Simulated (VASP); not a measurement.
Wanted: the native input for a VASP 6.6.1 run.

```yaml
Task: single point
Functional: PBE
Dispersion: D3(BJ)
Potentials_or_basis: VASP PAW PBE potentials, release 64 (Al, P)
Cutoff: 500 eV
k_mesh: 6 × 6 × 6
Occupations: fermi-dirac, width 0.01 eV
Spin: no spin polarisation
Dipole_correction: no
Further_INCAR_settings: ALGO = Normal; EDIFF = 1e-06; NBANDS = 11
```

The structure of AlP lies in POSCAR:

```
AlP
1.0
    0.0000000000      2.7435501949      2.7435501949
    2.7435501949      0.0000000000      2.7435501949
    2.7435501949      2.7435501949      0.0000000000
Al P
1 1
Direct
    0.0000000000      0.0000000000      0.0000000000
    0.2500000000      0.2500000000      0.2500000000
```

One way to write it, as run:

INCAR

```
SYSTEM = AlP
PREC = Accurate ; ENCUT = 500
EDIFF = 1E-6 ; ISMEAR = -1
SIGMA = 0.01 ; LREAL = .False.
LASPH = .True. ; NELM = 120
ALGO = Normal ; ISIF = 2
LWAVE = .False. ; LCHARG = .False.
GGA = PE ; IVDW = 12
NBANDS = 11 ; GGA_COMPAT = .False.
```

KPOINTS

```
Automatic mesh
0
Gamma
  6 6 6
  0 0 0
```

Potentials or basis: VASP PAW PBE potentials, release 64 (Al, P).

Run with:

```console
$ cat potpaw_PBE.64/Al/POTCAR potpaw_PBE.64/P/POTCAR > POTCAR
$ mpirun -np 1 vasp_std > vasp.out
```

Results of the run:

* Pressure: -1.7 GPa
* Band gap on the k mesh: 1.61 eV, indirect (least direct gap 3.18 eV)
* Dispersion energy per atom: -0.303 eV

It took 4.7 s on 1 thread of AMD EPYC 9R45 96-Core Processor (Zen 5) (shared host), peak memory 0.13 GiB.
